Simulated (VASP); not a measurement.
**SbAs: single point with LDA**

The system is SbAs.

```
Sb As
1.0
     2.01275    1.16206    3.61233
    -2.01275    1.16206    3.61233
     0.00000   -2.32412    3.61233
Sb As
1 1
Direct
  0.50000 0.50000 0.50000
  0.00000 0.00000 0.00000
```

```yaml
Program: VASP 6.6.1
Task: single point
Functional: LDA
Potentials_or_basis: VASP PAW LDA potentials, release 64 (Sb, As)
Cutoff: 500 eV
k_mesh: 6 × 6 × 6
Occupations: gaussian, width 0.1 eV
Spin: no spin polarisation
```

```json
{"Pressure": "-5.2 GPa", "Band gap on the k mesh": "zero (band 5 reaches 6.61 eV, above the bottom of band 6 at 6.10 eV)"}
```

Stress tensor (GPa, compression positive):
```
-3.86  0.00  0.00
 0.00 -3.86  0.00
 0.00  0.00 -7.87
```

Levels at points of the mesh, in eV from the Fermi level:
```
           k point  band 3  band 4  band 5  band 6  band 7  band 8
(0.00, 0.00, 0.00)   -2.52   -1.35   -1.35    3.42    3.42    3.85
(0.50, 0.00, 0.00)   -1.32   -0.97   -0.84   -0.19   -0.16    0.35
(0.50, 0.50, 0.00)   -6.00   -4.13   -3.37    2.44    5.18    5.42
(0.50, 0.50, 0.50)   -0.54   -0.54    0.24    0.24    0.31    1.13
```

Wall time 19 s on 1 thread of AMD EPYC 7R43 64-Core Processor (Zen 3) (shared host), peak memory 0.13 GiB.

Caveat: spin-orbit coupling is left out, which moves the levels of the heavy elements.
